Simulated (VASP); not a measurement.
# CuO: single point with PBE

The system is CuO.

```
CELL_PARAMETERS angstrom
2.34185 -1.71130 0.00000
2.34185 1.71130 0.00000
-0.85003 0.00000 5.05787
ATOMIC_POSITIONS crystal
Cu 0.50000 0.00000 0.50000
Cu 0.00000 0.50000 0.00000
O 0.41876 0.58196 0.75198
O 0.58160 0.41840 0.25000
```

```json
{
  "Program": "VASP 6.6.1",
  "Task": "single point",
  "Functional": "PBE",
  "Potentials or basis": "VASP PAW PBE potentials, release 64 (Cu, O)",
  "Cutoff": "600 eV",
  "k mesh": "9 × 9 × 5",
  "Occupations": "fermi-dirac, width 0.1 eV",
  "Spin": "no spin polarisation",
  "Dipole correction": "no",
  "Further INCAR settings": "ALGO = Normal; EDIFF = 1e-06; NBANDS = 25"
}
```

| Property | Result |
| --- | --- |
| Pressure | 6.4 GPa |
| Largest force | 0.251 eV/Å |
| Band gap on the k mesh | zero (bands 17 and 18 overlap by 0.55 eV) |

Forces on the atoms (eV/Å):
```
Cu  -0.005  0.011  0.056
Cu  -0.006 -0.012  0.058
O    0.012 -0.216 -0.126
O   -0.002  0.217  0.013
```

Stress tensor (GPa, compression positive):
```
 6.18 -0.13 -1.09
-0.13  7.17 -0.18
-1.09 -0.18  5.70
```

Levels at points of the mesh, in eV from the Fermi level:
```tsv
k point	band 15	band 16	band 17	band 18	band 19	band 20
(0.00, 0.00, 0.00)	-2.18	-1.68	0.21	0.94	1.72	6.05
```

Wall time 6 min on 1 thread of Intel Xeon 8259CL, on a shared host, peak memory 0.32 GiB.

Caveat: the cell stands under pressure; semilocal functionals often make such compounds metallic where correlation or magnetic order opens a gap, which also shifts bond lengths. With open d or f shells a metallic result of PBE can be an artefact of self-interaction; +U or a hybrid may open a gap.
